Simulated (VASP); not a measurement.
# KCl (I4/mmm) in VASP: a series of runs, part 2 of 2

VASP 6.6.1. The steps go on from the part before.

### Step 3. Electric field gradients, PBEsol (equal xx and yy strain of +2 %)

INCAR reads:

```
SYSTEM = KCl
PREC     = Accurate       ! precision mode
ENCUT    = 520            ! plane-wave cutoff, eV
EDIFF    = 1E-8           ! SCF threshold, eV
ISMEAR   = -1             ! smearing method
SIGMA    = 0.03           ! smearing width, eV
LREAL    = .False.        ! projectors in reciprocal space
LASPH    = .True.         ! aspherical terms in the spheres
NELM     = 100            ! most SCF steps
ALGO     = Normal         ! electronic algorithm
ISIF     = 2              ! what is computed and relaxed
LWAVE    = .False.        ! write WAVECAR
LCHARG   = .False.        ! write CHGCAR
GGA      = PS             ! functional
LEFG     = .True.       
NBANDS   = 15             ! bands
```

KPOINTS reads:

```
Automatic mesh
0
Gamma
  7 7 7
  0 0 0
```

POSCAR reads:

```
KCl
1.0
    0.0000000000      3.2192220000      3.1561000000
    3.2192220000      0.0000000000      3.1561000000
    3.2192220000      3.2192220000      0.0000000000
K Cl
1 1
Direct
    0.0000000000      0.0000000000      0.0000000000
    0.5000000000      0.5000000000      0.5000000000
```

Potentials or basis: VASP PAW PBE potentials, release 64 (K_sv, Cl).

Launch:

```console
cat potpaw_PBE.64/K_sv/POTCAR potpaw_PBE.64/Cl/POTCAR > POTCAR
mpirun -np 1 vasp_std > vasp.out
```

OUTCAR:

```text
SYSTEM = KCl
   PREC = Accurate
   ENCUT = 520
   EDIFF = 1E-8
   ISMEAR = -1
   LREAL = .False.
   LASPH = .True.
   NELM = 100
   ISIF = 2
   GGA = PS

 ion  position               nearest neighbor table
   1  0.000  0.000  0.000-   2 3.16   2 3.16   2 3.22   2 3.22   2 3.22   2 3.22
   2  0.500  0.500  0.500-   1 3.16   1 3.16   1 3.22   1 3.22   1 3.22   1 3.22

  LATTYP: Found a body centered tetragonal cell.
 ALAT       =     4.5526674127
 C/A-ratio  =     1.3864838847

  Lattice vectors:

 A1 = (   0.0000000000,  -3.2192220000,  -3.1561000000)
 A2 = (   0.0000000000,   3.2192220000,  -3.1561000000)
 A3 = (   3.2192220000,   0.0000000000,   3.1561000000)

Analysis of symmetry for initial positions (statically):
=====================================================================
 Subroutine PRICEL returns:
 Original cell was already a primitive cell.

 Routine SETGRP: Setting up the symmetry group for a
 body centered tetragonal supercell.

 Subroutine GETGRP returns: Found 16 space group operations
 (whereof 16 operations were pure point group operations)
 out of a pool of 16 trial point group operations.

The static configuration has the point symmetry D_4h.

Analysis of symmetry for dynamics (positions and initial velocities):
=====================================================================
 Subroutine PRICEL returns:
 Original cell was already a primitive cell.

 Routine SETGRP: Setting up the symmetry group for a
 body centered tetragonal supercell.

 Subroutine GETGRP returns: Found 16 space group operations
 (whereof 16 operations were pure point group operations)
 out of a pool of 16 trial point group operations.

The dynamic configuration has the point symmetry D_4h.

 Subroutine INISYM returns: Found 16 space group operations
 (whereof 16 operations are pure point group operations),
 and found     1 'primitive' translations

----------------------------------------------------------------------------------------

                                     Primitive cell

  volume of cell :      65.4158

  direct lattice vectors                    reciprocal lattice vectors
     0.000000000  3.219222000  3.156100000    -0.155317030  0.155317030  0.158423371
     3.219222000  0.000000000  3.156100000     0.155317030 -0.155317030  0.158423371
     3.219222000  3.219222000  0.000000000     0.155317030  0.155317030 -0.158423371

  length of vectors
     4.508254373  4.508254373  4.552667413     0.270822311  0.270822311  0.270822311

  position of ions in fractional coordinates (direct lattice)
     0.000000000  0.000000000  0.000000000
     0.500000000  0.500000000  0.500000000

  ion indices of the primitive-cell ions
   primitive index   ion index
                 1           1
                 2           2

----------------------------------------------------------------------------------------

 KPOINTS: Automatic mesh

Automatic generation of k-mesh.
 Grid dimensions read from file:
 generate k-points for:    7    7    7
[... 77 lines left out ...]
   EMIN   =  10.00;   EMAX   =-10.00  energy-range for DOS
   EFERMI =   0.00;   METHOD = LEGACY
   ISMEAR =    -1;   SIGMA  =   0.03  broadening in eV -4-tet -1-fermi 0-gaus
   EFERMI_NEDOS =   21; number of points for ismear=-14 and -15
   IALGO  =     38    algorithm
   IMIX   =      4    mixing-type and parameters
     AMIX     =   0.40;   BMIX     =  1.00
     AMIX_MAG =   1.60;   BMIX_MAG =  1.00
  volume/ion in A,a.u.               =      32.71       220.72
  Fermi-wavevector in a.u.,A,eV,Ry     =   1.023813  1.934726 14.261531  1.048193
  Thomas-Fermi vector in A             =   2.157567
   LORBIT       =      0    0 simple, 1 ext, 2 COOP (PROOUT), +10 PAW based schemes
   GGA     = PS    functional components
   LHFCALC =     F    Hartree Fock is set to
   AEXX    =    0.0000 exact exchange contribution
   IVDW    =     0    specifies the selected vdW correction
   LEPSILON=     F    determine dielectric tensor
   LRPA    =     F    only Hartree local field effects (RPA)
 non-spin polarized calculation
  energy-cutoff  :      520.00
  volume of cell :       65.42
 maximum number of plane-waves:      1783
 NGX is ok and might be reduce to    36
   NGX = 17   NGY = 17   NGZ = 17

 number of electron      15.9999999 magnetization

 Free energy of the ion-electron system (eV)
  ---------------------------------------------------
  ext. energy  EPLUGINS =         0.00000000
  ---------------------------------------------------
  free energy    TOTEN  =        -7.00691671 eV

  energy without entropy =       -7.00691671  energy(sigma->0) =       -7.00691671

 E-fermi :  -1.4189     XC(G=0):  -7.5100

 val. band max:       -2.0832335724   @ k =   0.0000   0.0000   0.0000
 cond. band min:       2.7839276435   @ k =   0.0000   0.0000   0.0000
 fundamental gap:      4.8671612159
 Fermi energy:        -1.4189197451

 k-point     1 :       0.0000    0.0000    0.0000
  band No.  band energies     occupation
      1     -29.2548      2.00000
      2     -14.1272      2.00000
      3     -12.7800      2.00000
      4     -12.7800      2.00000
      5     -12.7790      2.00000
      6      -2.0922      2.00000
      7      -2.0922      2.00000
      8      -2.0832      2.00000
      9       2.7839      0.00000
     10       6.1423      0.00000
     11       6.1423      0.00000
     12       6.2674      0.00000
     13       6.9920      0.00000
     14       7.0868      0.00000
[... 401 lines left out ...]
      2     -14.1955      2.00000
      3     -12.8354      2.00000
      4     -12.8091      2.00000
      5     -12.6648      2.00000
      6      -2.8409      2.00000
      7      -2.4653      2.00000
      8      -2.3943      2.00000
      9       5.4638      0.00000
     10       5.8168      0.00000
     11       7.4857      0.00000
     12       8.0320      0.00000
     13       8.6006      0.00000
     14       9.0159      0.00000
     15       9.5710      0.00000

 [... further k-points ...]
[... 5 lines left out ...]
  --------------------------------------------------------------------------------------
  -------------------------------------------------------------------------------------
  Total       -0.5059508     -0.5059508     -0.2989106      0.0000000      0.0000000      0.0000000
  in kB      -12.3918543    -12.3918543     -7.3209814      0.0000000      0.0000000      0.0000000
  external PRESSURE =     -10.7015634 kB  Pullay stress =       0.0000000 kB

 VOLUME and BASIS-vectors are now :
 -----------------------------------------------------------------------------
  energy-cutoff  :      520.00
  volume of cell :       65.42
      direct lattice vectors                 reciprocal lattice vectors
     0.000000000  3.219222000  3.156100000    -0.155317030  0.155317030  0.158423371
     3.219222000  0.000000000  3.156100000     0.155317030 -0.155317030  0.158423371
     3.219222000  3.219222000  0.000000000     0.155317030  0.155317030 -0.158423371

 POSITION                                       TOTAL-FORCE (eV/Angst)
 -----------------------------------------------------------------------------------
      0.00000      0.00000      0.00000        -0.000000     -0.000000      0.000000
      3.21922      3.21922      3.15610         0.000000      0.000000      0.000000
 -----------------------------------------------------------------------------------
    total drift:                                0.000000      0.000000      0.000000

  FREE ENERGIE OF THE ION-ELECTRON SYSTEM (eV)
  ---------------------------------------------------
  free  energy   TOTEN  =        -7.0069167110 eV

  energy  without entropy=       -7.0069167110  energy(sigma->0) =       -7.00691671

 Electric field gradients (V/A^2)
---------------------------------------------------------------------
 ion       V_xx      V_yy      V_zz      V_xy      V_xz      V_yz
---------------------------------------------------------------------
   1       1.697     1.697    -3.395    -0.000    -0.000    -0.000
   2       0.752     0.752    -1.505    -0.000    -0.000    -0.000
---------------------------------------------------------------------

 Electric field gradients after diagonalization (V/A^2)
 (convention: |V_zz| > |V_xx| > |V_yy|)
----------------------------------------------------------------------
 ion       V_xx      V_yy      V_zz     asymmetry (V_yy - V_xx)/ V_zz
----------------------------------------------------------------------
   1       1.698     1.697    -3.395       0.000
   2       0.753     0.752    -1.505       0.000
----------------------------------------------------------------------

           NMR quadrupolar parameters

 Cq : quadrupolar parameter    Cq=e*Q*V_zz/h
 eta: asymmetry parameters     (V_yy - V_xx)/ V_zz
 Q  : nuclear electric quadrupole moment in mb (millibarn)
----------------------------------------------------------------------
 ion       Cq(MHz)       eta       Q (mb)
----------------------------------------------------------------------
   1      -0.008       0.000       1.000
   2      -0.004       0.000       1.000
----------------------------------------------------------------------
```

Wall time 83 s (1 thread of AMD EPYC 7R13, shared host); peak memory 0.19 GiB.

What came out:

```yaml
Free_energy: -7.0069 eV
Pressure: -1.1 GPa
Band_gap_on_the_k_mesh: 4.87 eV, direct
```

Electric field gradients, principal values (V/Å²):
| atom | least | middle | greatest (by size) |
| --- | --- | --- | --- |
| 1 K | 1.697 | 1.698 | -3.395 |
| 2 Cl | 0.752 | 0.753 | -1.505 |

Caveat: the cell differs from its parent crystal (equal xx and yy strain of +2 %); without QUAD_EFG the Cq values of the log hold for a quadrupole moment of 1 mb, not for the nuclei; the PAW data sets were made with another functional, which shifts forces and pressure a little. A k mesh can miss the band edges.
